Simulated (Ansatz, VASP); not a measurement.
**One calculation of HfNbTe4, two programs**

Contents of INCAR:

```
SYSTEM = HfNbTe4
PREC = Accurate ; ENCUT = 500
EDIFF = 1E-7 ; ISMEAR = 0
SIGMA = 0.1 ; LREAL = .False.
LASPH = .True. ; NELM = 120
ALGO = Normal ; ISIF = 3
LWAVE = .False. ; LCHARG = .False.
GGA = PE ; IBRION = 2
NSW = 90 ; EDIFFG = -0.04
GGA_COMPAT = .False. ; NELMIN = 4
```

The input KPOINTS:

```
regular mesh
0
Gamma
  3 3 4
  0 0 0
```

The input POSCAR:

```
HfNbTe4
1.0
    6.3059718700      0.0000000000      0.0000000000
   -3.1529859300      5.4611318300      0.0000000000
    0.0000000000      0.0000000000      4.9675743100
Hf Nb Te
1 1 4
Direct
    0.0000000000      0.0000000000      0.0000000000
    0.3333333300      0.6666666700      0.0000000000
    0.6666666700      0.3333333300      0.0000000000
    0.0045345200      0.5022672600      0.5000000000
    0.4977327400      0.5022672600      0.5000000000
    0.4977327400      0.9954654800      0.5000000000
```

Input for Ansatz:

```yaml
crystal:
  lattice:
    - [6.30597187, 0.0, 0.0]
    - [-3.15298593, 5.46113183, 0.0]
    - [0.0, 0.0, 4.96757431]
  atoms:
    - { symbol: Hf, position: [0.0, 0.0, 0.0] }
    - { symbol: Nb, position: [0.33333333, 0.66666667, 0.0] }
    - { symbol: Te, position: [0.66666667, 0.33333333, 0.0] }
    - { symbol: Te, position: [0.00453452, 0.50226726, 0.5] }
    - { symbol: Te, position: [0.49773274, 0.50226726, 0.5] }
    - { symbol: Te, position: [0.49773274, 0.99546548, 0.5] }
basis:
  ecutwfc: 420
kpoints:
  mp_grid: { grid: [3, 3, 4] }
hamiltonian:
  xc: pbe
scf:
  occupations: { method: gaussian, width: 0.1 }
  lower_state_search: "off"
output:
  forces: true
  stress: true
  eigenvalues: true
relax:
  adjacent_minimum: "off"
  f_tol: 0.04
  max_steps: 70
  cell: { stress_tol: 0.4 }
```

Change from the starting cell: species swapped into the EuAlAg4 type (P-6m2, No. 187).

Alike in both runs: task relaxation of cell and atoms; functional PBE; k mesh 3 × 3 × 4; occupations gaussian, width 0.1 eV; no spin polarisation.

|  | VASP | Ansatz |
| --- | --- | --- |
| version | VASP 6.6.1 | Ansatz 0.2.0 |
| potentials or method | VASP PAW PBE potentials, release 64 (Hf_pv, Nb_sv, Te), cutoff 500 eV | scalar-relativistic, plane waves, PAW |
| valence electrons in the cell | 47 | 103 |

```csv
,VASP,Ansatz,Ansatz less VASP
"gap on the k mesh at the Fermi level, each at its own relaxed structure (eV)",none,none,-
relaxed volume (Å³/atom),27.58,27.63,+0.050
relaxed length of the cell vector where the two differ most in proportion (Å),6.236,6.243,+0.0065
```

A gap of «none» marks a metal or a gap that the smearing closes. VASP's potentials hold 47 valence electrons a cell and Ansatz's 103, so a difference there can come from the potentials and not from the codes.

The k mesh is coarse, so the values compare programs but aren't converged. Neither program's run includes spin-orbit coupling.
